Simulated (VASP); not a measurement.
# NaCl (P6_3/mmc) in VASP: further runs

The runs below take NaCl through single point, with PBE, r2SCAN.

All numbers are computed with VASP 6.6.1; they aren't measurements. Logs are shortened: lines on timing, memory, paths and dates and some standing lists are left out, and cuts for length are marked.

## (1) The cell of the first run

The structure is hexagonal, space group P6_3/mmc (No. 194). The conventional cell has a = 3.892 Å, b = 3.892 Å, c = 6.737 Å, α = 90.00°, β = 90.00°, γ = 120.00°. Na (site symmetry -3m) has 6 Cl at 2.81 Å and 2 Na at 3.37 Å within 3.7 Å. Within 3.7 Å of Cl (site symmetry -6m2) lie 6 Na at 2.81 Å.

## (2) Single point, PBE

Contents of INCAR:

```
SYSTEM = NaCl
PREC = Accurate
ENCUT = 520
EDIFF = 1E-6
ISMEAR = 0
SIGMA = 0.01
LREAL = .FALSE.
LASPH = .TRUE.
NELM = 100
ALGO = Normal
ISIF = 2
LWAVE = .FALSE.
LCHARG = .FALSE.
GGA = PE
NBANDS = 22
```

Contents of KPOINTS:

```
regular mesh
0
G
  6 6 4
  0 0 0
```

Contents of POSCAR:

```
NaCl
1.0
    3.8922715004      0.0000000000      0.0000000000
   -1.9461357502      3.3708059977      0.0000000000
    0.0000000000      0.0000000000      6.7368164122
Na Cl
2 2
Direct
    0.0000000000      0.0000000000      0.0000000000
    0.0000000000      0.0000000000      0.5000000000
    0.3333333333      0.6666666667      0.2500000000
    0.6666666667      0.3333333333      0.7500000000
```

Potentials or basis: VASP PAW PBE potentials, release 64 (Na_pv, Cl).

Started as:

```console
cat potpaw_PBE.64/Na_pv/POTCAR potpaw_PBE.64/Cl/POTCAR > POTCAR
mpirun -np 1 vasp_std > vasp.out
```

OUTCAR:

```text
SYSTEM = NaCl
   PREC = Accurate
   ENCUT = 520
   EDIFF = 1E-6
   ISMEAR = 0
   LREAL = .FALSE.
   LASPH = .TRUE.
   NELM = 100
   ISIF = 2
   GGA = PE

 ion  position               nearest neighbor table
   1  0.000  0.000  0.000-
   2  0.000  0.000  0.500-
   3  0.333  0.667  0.250-
   4  0.667  0.333  0.750-

  LATTYP: Found a hexagonal cell.
 ALAT       =     3.8922715004
 C/A-ratio  =     1.7308187292

  Lattice vectors:

 A1 = (   3.8922715004,   0.0000000000,   0.0000000000)
 A2 = (  -1.9461357502,   3.3708059977,   0.0000000000)
 A3 = (   0.0000000000,   0.0000000000,   6.7368164122)

Analysis of symmetry for initial positions (statically):
=====================================================================
 Subroutine PRICEL returns:
 Original cell was already a primitive cell.

 Routine SETGRP: Setting up the symmetry group for a
 hexagonal supercell.

 Subroutine GETGRP returns: Found 24 space group operations
 (whereof 12 operations were pure point group operations)
 out of a pool of 24 trial point group operations.

The static configuration has the point symmetry D_3d.
 The point group associated with its full space group is D_6h.

Analysis of symmetry for dynamics (positions and initial velocities):
=====================================================================
 Subroutine PRICEL returns:
 Original cell was already a primitive cell.

 Routine SETGRP: Setting up the symmetry group for a
 hexagonal supercell.

 Subroutine GETGRP returns: Found 24 space group operations
 (whereof 12 operations were pure point group operations)
 out of a pool of 24 trial point group operations.

The dynamic configuration has the point symmetry D_3d.
 The point group associated with its full space group is D_6h.

 Subroutine INISYM returns: Found 24 space group operations
 (whereof 12 operations are pure point group operations),
 and found     1 'primitive' translations

----------------------------------------------------------------------------------------

                                     Primitive cell

  volume of cell :      88.3877

  direct lattice vectors                    reciprocal lattice vectors
     3.892271500  0.000000000  0.000000000     0.256919385  0.148332476  0.000000000
    -1.946135750  3.370805998  0.000000000     0.000000000  0.296664952  0.000000000
     0.000000000  0.000000000  6.736816412     0.000000000  0.000000000  0.148438066

  length of vectors
     3.892271500  3.892271500  6.736816412     0.296664952  0.296664952  0.148438066

  position of ions in fractional coordinates (direct lattice)
     0.000000000  0.000000000  0.000000000
     0.000000000  0.000000000  0.500000000
     0.333333333  0.666666667  0.250000000
     0.666666667  0.333333333  0.750000000

  ion indices of the primitive-cell ions
   primitive index   ion index
                 1           1
                 2           2
                 3           3
                 4           4

----------------------------------------------------------------------------------------

 KPOINTS: regular mesh

Automatic generation of k-mesh.
 Grid dimensions read from file:
 generate k-points for:    6    6    4

 Generating k-lattice:

  Cartesian coordinates                     Fractional coordinates (reciprocal lattice)
     0.042819897  0.024722079  0.000000000     0.166666667  0.000000000  0.000000000
     0.000000000  0.049444159  0.000000000     0.000000000  0.166666667  0.000000000
     0.000000000  0.000000000  0.037109517     0.000000000  0.000000000  0.250000000

  Length of vectors
     0.049444159  0.049444159  0.037109517

  Shift w.r.t. Gamma in fractional coordinates (k-lattice)
     0.000000000  0.000000000  0.000000000

 Subroutine IBZKPT returns following result:
 ===========================================

 Found     21 irreducible k-points:

 Following reciprocal coordinates:
            Coordinates               Weight
  0.000000  0.000000  0.000000      1.000000
  0.166667  0.000000  0.000000      6.000000
  0.333333  0.000000  0.000000      6.000000
  0.500000  0.000000  0.000000      3.000000
  0.166667  0.166667  0.000000      6.000000
  0.333333  0.166667  0.000000     12.000000
[... 13 lines left out ...]
  0.333333  0.166667  0.500000     12.000000
  0.333333  0.333333  0.500000      2.000000
   k-points           NKPTS =     21   k-points in BZ     NKDIM =     21   number of bands    NBANDS=     22
   number of dos      NEDOS =    301   number of ions     NIONS =      4
   total plane-waves  NPLWV =  45000
   dimension x,y,z NGX =    30 NGY =   30 NGZ =   50
   dimension x,y,z NGXF=    60 NGYF=   60 NGZF=  100
   ions per type =               2   2
   NGX,Y,Z   is equivalent  to a cutoff of  12.81, 12.81, 12.34 a.u.
   NGXF,Y,Z  is equivalent  to a cutoff of  25.63, 25.63, 24.68 a.u.
 SYSTEM =  NaCl
   PREC   = accura    normal or accurate (medium, high low for compatibility)
   ISTART =      0    job   : 0-new  1-cont  2-samecut
   ICHARG =      2    charge: 1-file 2-atom 10-const
   ISPIN  =      1    spin polarized calculation?
   LNONCOLLINEAR =      F non collinear calculations
   LSORBIT =      F    spin-orbit coupling
   LASPH  =      T    aspherical Exc in radial PAW
   ENCUT  =  520.0 eV  38.22 Ry    6.18 a.u.   7.24  7.24 12.53*2*pi/ulx,y,z
   NELM   =    100;   NELMIN=  2; NELMDL= -5     # of ELM steps
   EDIFF  = 0.1E-05   stopping-criterion for ELM
   LREAL  =      F    real-space projection
   EDIFFG = 0.1E-04   stopping-criterion for IOM
   NSW    =      0    number of steps for IOM
   IBRION =     -1    ionic relax: 0-MD 1-quasi-New 2-CG
   NFREE  =      0    steps in history (QN), initial steepest desc. (CG)
   ISIF   =      2    stress and relaxation
   ISYM   =      2    0-nonsym 1-usesym 2-fastsym
   POTIM  = 0.5000    time-step for ionic-motion
   TEBEG  =    0.0;   TEEND  =   0.0 temperature during run
   PSTRESS=    0.0 pullay stress
   NELECT =      28.0000    total number of electrons
   NUPDOWN=      -1.0000    fix difference up-down
   EMIN   =  10.00;   EMAX   =-10.00  energy-range for DOS
   EFERMI =   0.00;   METHOD = LEGACY
   ISMEAR =     0;   SIGMA  =   0.01  broadening in eV -4-tet -1-fermi 0-gaus
   EFERMI_NEDOS =   21; number of points for ismear=-14 and -15
   IALGO  =     38    algorithm
   IMIX   =      4    mixing-type and parameters
     AMIX     =   0.40;   BMIX     =  1.00
     AMIX_MAG =   1.60;   BMIX_MAG =  1.00
  volume/ion in A,a.u.               =      22.10       149.12
  Fermi-wavevector in a.u.,A,eV,Ry     =   1.115999  2.108932 16.945415  1.245453
  Thomas-Fermi vector in A             =   2.252608
   LORBIT       =      0    0 simple, 1 ext, 2 COOP (PROOUT), +10 PAW based schemes
   GGA     = PE    functional components
   LHFCALC =     F    Hartree Fock is set to
   AEXX    =    0.0000 exact exchange contribution
   IVDW    =     0    specifies the selected vdW correction
   LEPSILON=     F    determine dielectric tensor
   LRPA    =     F    only Hartree local field effects (RPA)
 non-spin polarized calculation
 Gauss-broadening in eV      SIGMA  =   0.01
  energy-cutoff  :      520.00
  volume of cell :       88.39
 maximum number of plane-waves:      2419
 NGX is ok and might be reduce to    30
   NGX = 15   NGY = 15   NGZ = 25

 number of electron      27.9999995 magnetization

 Free energy of the ion-electron system (eV)
  ---------------------------------------------------
  ext. energy  EPLUGINS =         0.00000000
  ---------------------------------------------------
  free energy    TOTEN  =       -13.43809345 eV

  energy without entropy =      -13.43809345  energy(sigma->0) =      -13.43809345

 E-fermi :  -0.4769     XC(G=0):  -8.2246

 val. band max:       -0.5636279394   @ k =   0.0000   0.0000   0.0000
 cond. band min:       4.5080036743   @ k =   0.0000   0.0000   0.0000
 fundamental gap:      5.0716316137
 Fermi energy:        -0.4768971438

 k-point     1 :       0.0000    0.0000    0.0000
  band No.  band energies     occupation
      1     -21.5617      2.00000
      2     -21.5074      2.00000
      3     -21.5074      2.00000
      4     -21.5009      2.00000
      5     -21.5009      2.00000
      6     -21.4957      2.00000
[... 14 lines left out ...]
     21      11.1543      0.00000
     22      11.1543      0.00000

 k-point     2 :       0.1667    0.0000    0.0000
  band No.  band energies     occupation
      1     -21.5588      2.00000
      2     -21.5146      2.00000
      3     -21.5088      2.00000
      4     -21.5060      2.00000
      5     -21.5020      2.00000
      6     -21.4950      2.00000
[... 14 lines left out ...]
     21      11.1629      0.00000
     22      11.3837      0.00000

 k-point     3 :       0.3333    0.0000    0.0000
  band No.  band energies     occupation
      1     -21.5530      2.00000
      2     -21.5288      2.00000
      3     -21.5161      2.00000
      4     -21.5115      2.00000
      5     -21.5043      2.00000
      6     -21.4936      2.00000
[... 14 lines left out ...]
     21      10.7483      0.00000
     22      12.6213      0.00000

 k-point     4 :       0.5000    0.0000    0.0000
  band No.  band energies     occupation
      1     -21.5503      2.00000
      2     -21.5355      2.00000
      3     -21.5212      2.00000
      4     -21.5129      2.00000
      5     -21.5055      2.00000
      6     -21.4928      2.00000
[... 14 lines left out ...]
     21      10.5142      0.00000
     22      14.0195      0.00000

 k-point     5 :       0.1667    0.1667    0.0000
  band No.  band energies     occupation
      1     -21.5543      2.00000
      2     -21.5239      2.00000
      3     -21.5126      2.00000
      4     -21.5122      2.00000
      5     -21.5047      2.00000
      6     -21.4939      2.00000
[... 342 lines left out ...]
 k-point    19 :       0.1667    0.1667    0.5000
  band No.  band energies     occupation
      1     -21.5251      2.00000
      2     -21.5251      2.00000
      3     -21.5174      2.00000
      4     -21.5174      2.00000
      5     -21.5084      2.00000
      6     -21.5084      2.00000
[... 14 lines left out ...]
     21      11.3163      0.00000
     22      11.3163      0.00000

 k-point    20 :       0.3333    0.1667    0.5000
  band No.  band energies     occupation
      1     -21.5259      2.00000
      2     -21.5259      2.00000
      3     -21.5210      2.00000
      4     -21.5210      2.00000
      5     -21.5123      2.00000
      6     -21.5123      2.00000
[... 14 lines left out ...]
     21      11.0966      0.00000
     22      11.0966      0.00000

 k-point    21 :       0.3333    0.3333    0.5000
  band No.  band energies     occupation
      1     -21.5223      2.00000
      2     -21.5223      2.00000
      3     -21.5205      2.00000
      4     -21.5205      2.00000
      5     -21.5191      2.00000
      6     -21.5191      2.00000
[... 14 lines left out ...]
     21      10.9003      0.00000
     22      10.9003      0.00000

------------------------ aborting loop because EDIFF is reached ----------------------------------------

  FORCE on cell =-STRESS in cart. coord.  units (eV):
  Direction    XX          YY          ZZ          XY          YZ          ZX
  --------------------------------------------------------------------------------------
  -------------------------------------------------------------------------------------
  Total        0.6678241      0.6678241      0.7075342      0.0000000      0.0000000      0.0000000
  in kB       12.1054538     12.1054538     12.8252678      0.0000000      0.0000000      0.0000000
  external PRESSURE =      12.3453918 kB  Pullay stress =       0.0000000 kB

 VOLUME and BASIS-vectors are now :
 -----------------------------------------------------------------------------
  energy-cutoff  :      520.00
  volume of cell :       88.39
      direct lattice vectors                 reciprocal lattice vectors
     3.892271500  0.000000000  0.000000000     0.256919385  0.148332476  0.000000000
    -1.946135750  3.370805998  0.000000000     0.000000000  0.296664952  0.000000000
     0.000000000  0.000000000  6.736816412     0.000000000  0.000000000  0.148438066

 POSITION                                       TOTAL-FORCE (eV/Angst)
 -----------------------------------------------------------------------------------
      0.00000      0.00000      0.00000        -0.000000      0.000000      0.000000
      0.00000      0.00000      3.36841        -0.000000      0.000000      0.000000
     -0.00000      2.24720      1.68420        -0.000000      0.000000     -0.000000
      1.94614      1.12360      5.05261         0.000000     -0.000000     -0.000000
 -----------------------------------------------------------------------------------
    total drift:                               -0.000000      0.000000     -0.000000

  FREE ENERGIE OF THE ION-ELECTRON SYSTEM (eV)
  ---------------------------------------------------
  free  energy   TOTEN  =       -13.4380934531 eV

  energy  without entropy=      -13.4380934531  energy(sigma->0) =      -13.43809345
```

It took 16 s on 1 thread of Intel Xeon Platinum 8559C (Emerald Rapids), shared host; peak memory 0.2 GiB.

Results:

```yaml
Free_energy: -13.4381 eV
Pressure: 1.2 GPa
Band_gap_on_the_k_mesh: 5.07 eV, direct
```

## (3) Single point, PBE

Contents of INCAR:

```
  PREC = Accurate
  ENCUT = 520
  EDIFF = 1E-6
  ISMEAR = 0
  SIGMA = 0.01
  LREAL = False
  LASPH = True
  NELM = 60
  ALGO = Normal
  ISIF = 2
  LWAVE = False
  LCHARG = False
  GGA = PE
  NBANDS = 22
```

Contents of KPOINTS:

```
regular mesh
0
Gamma
  6 6 4
```

POSCAR is that of step 2.

Potentials or basis: VASP PAW PBE potentials, release 64 (Na_pv, Cl).

Started as:

```console
cat potpaw_PBE.64/Na_pv/POTCAR potpaw_PBE.64/Cl/POTCAR > POTCAR
mpirun -np 1 vasp_std > vasp.out
```

OUTCAR:

```text
PREC = Accurate
   ENCUT = 520
   EDIFF = 1E-6
   ISMEAR = 0
   LREAL = False
   LASPH = True
   NELM = 60
   ISIF = 2
   GGA = PE

 ion  position               nearest neighbor table
   1  0.000  0.000  0.000-
   2  0.000  0.000  0.500-
   3  0.333  0.667  0.250-
   4  0.667  0.333  0.750-

  LATTYP: Found a hexagonal cell.
 ALAT       =     3.8922715004
 C/A-ratio  =     1.7308187292

  Lattice vectors:

 A1 = (   3.8922715004,   0.0000000000,   0.0000000000)
 A2 = (  -1.9461357502,   3.3708059977,   0.0000000000)
 A3 = (   0.0000000000,   0.0000000000,   6.7368164122)

Analysis of symmetry for initial positions (statically):
=====================================================================
 Subroutine PRICEL returns:
 Original cell was already a primitive cell.

 Routine SETGRP: Setting up the symmetry group for a
 hexagonal supercell.

[... 163 lines left out ...]
  ext. energy  EPLUGINS =         0.00000000
  ---------------------------------------------------
  free energy    TOTEN  =       -13.43809345 eV

  energy without entropy =      -13.43809345  energy(sigma->0) =      -13.43809345

 E-fermi :  -0.4769     XC(G=0):  -8.2246

 val. band max:       -0.5636279394   @ k =   0.0000   0.0000   0.0000
 cond. band min:       4.5080036743   @ k =   0.0000   0.0000   0.0000
 fundamental gap:      5.0716316137
 Fermi energy:        -0.4768971438

 k-point     1 :       0.0000    0.0000    0.0000
  band No.  band energies     occupation
      1     -21.5617      2.00000
      2     -21.5074      2.00000
      3     -21.5074      2.00000
      4     -21.5009      2.00000
      5     -21.5009      2.00000
      6     -21.4957      2.00000
[... 514 lines left out ...]
     21      10.9003      0.00000
     22      10.9003      0.00000

------------------------ aborting loop because EDIFF is reached ----------------------------------------

  FORCE on cell =-STRESS in cart. coord.  units (eV):
  Direction    XX          YY          ZZ          XY          YZ          ZX
  --------------------------------------------------------------------------------------
  -------------------------------------------------------------------------------------
  Total        0.6678241      0.6678241      0.7075342      0.0000000      0.0000000      0.0000000
  in kB       12.1054538     12.1054538     12.8252678      0.0000000      0.0000000      0.0000000
  external PRESSURE =      12.3453918 kB  Pullay stress =       0.0000000 kB

 VOLUME and BASIS-vectors are now :
 -----------------------------------------------------------------------------
  energy-cutoff  :      520.00
  volume of cell :       88.39
      direct lattice vectors                 reciprocal lattice vectors
     3.892271500  0.000000000  0.000000000     0.256919385  0.148332476  0.000000000
    -1.946135750  3.370805998  0.000000000     0.000000000  0.296664952  0.000000000
     0.000000000  0.000000000  6.736816412     0.000000000  0.000000000  0.148438066

 POSITION                                       TOTAL-FORCE (eV/Angst)
 -----------------------------------------------------------------------------------
      0.00000      0.00000      0.00000        -0.000000      0.000000      0.000000
      0.00000      0.00000      3.36841        -0.000000      0.000000      0.000000
     -0.00000      2.24720      1.68420        -0.000000      0.000000     -0.000000
      1.94614      1.12360      5.05261         0.000000     -0.000000     -0.000000
 -----------------------------------------------------------------------------------
    total drift:                               -0.000000      0.000000     -0.000000

  FREE ENERGIE OF THE ION-ELECTRON SYSTEM (eV)
  ---------------------------------------------------
  free  energy   TOTEN  =       -13.4380934531 eV

  energy  without entropy=      -13.4380934531  energy(sigma->0) =      -13.43809345
```

OSZICAR:

```text
N       E                     dE             d eps       ncg     rms          rms(c)
DAV:   1     0.257910657232E+03    0.25791E+03   -0.13981E+04   948   0.131E+03
DAV:   2     0.111604601574E+02   -0.24675E+03   -0.23241E+03  1042   0.349E+02
DAV:   3    -0.131884015404E+02   -0.24349E+02   -0.24178E+02  1152   0.111E+02
DAV:   4    -0.138147062568E+02   -0.62630E+00   -0.62555E+00  1086   0.199E+01
DAV:   5    -0.138334114247E+02   -0.18705E-01   -0.18704E-01  1246   0.328E+00    0.306E+00
DAV:   6    -0.134514251289E+02    0.38199E+00   -0.70517E-01  1122   0.423E+00    0.229E+00
DAV:   7    -0.134264379502E+02    0.24987E-01   -0.16089E-01  1198   0.202E+00    0.159E+00
DAV:   8    -0.134380633451E+02   -0.11625E-01   -0.21099E-02   990   0.114E+00    0.412E-01
DAV:   9    -0.134377203028E+02    0.34304E-03   -0.72160E-04  1192   0.188E-01    0.133E-01
DAV:  10    -0.134380967695E+02   -0.37647E-03   -0.63171E-04  1002   0.178E-01    0.361E-02
DAV:  11    -0.134380931267E+02    0.36428E-05   -0.22030E-05  1354   0.436E-02    0.122E-02
DAV:  12    -0.134380934531E+02   -0.32642E-06   -0.40662E-06   884   0.188E-02
   1 F= -.13438093E+02 E0= -.13438093E+02  d E =-.168046E-36
```

stdout:

```text
POSCAR found type information on POSCAR NaCl
 POSCAR found :  2 types and       4 ions
 scaLAPACK will be used
 LDA part: xc-table for (Slater+PW92), standard interpolation
 POSCAR, INCAR and KPOINTS ok, starting setup
 FFT: planning ... GRIDC
 FFT: planning ... GRID_SOFT
 FFT: planning ... GRID
 WAVECAR not read
 entering main loop
```

It took 23 s on 1 thread of Intel Xeon Platinum 8559C (Emerald Rapids), shared host; peak memory 0.2 GiB.

What came out:

```
Free energy            : -13.4381 eV
Pressure               : 1.2 GPa
Band gap on the k mesh : 5.07 eV, direct
```

Levels at points of the mesh, in eV from the valence-band top:
```csv
k point,band 12,band 13,band 14,band 15,band 16,band 17
"(0.00, 0.00, 0.00)",-0.22,0.00,0.00,5.07,7.37,10.22
"(0.50, 0.00, 0.00)",-0.65,-0.58,-0.32,7.69,7.97,8.23
"(0.00, 0.00, 0.50)",-0.11,-0.11,-0.11,6.54,6.54,9.76
"(0.50, 0.00, 0.50)",-0.66,-0.45,-0.45,7.50,7.50,8.96
```

[end of part 1 of 2]
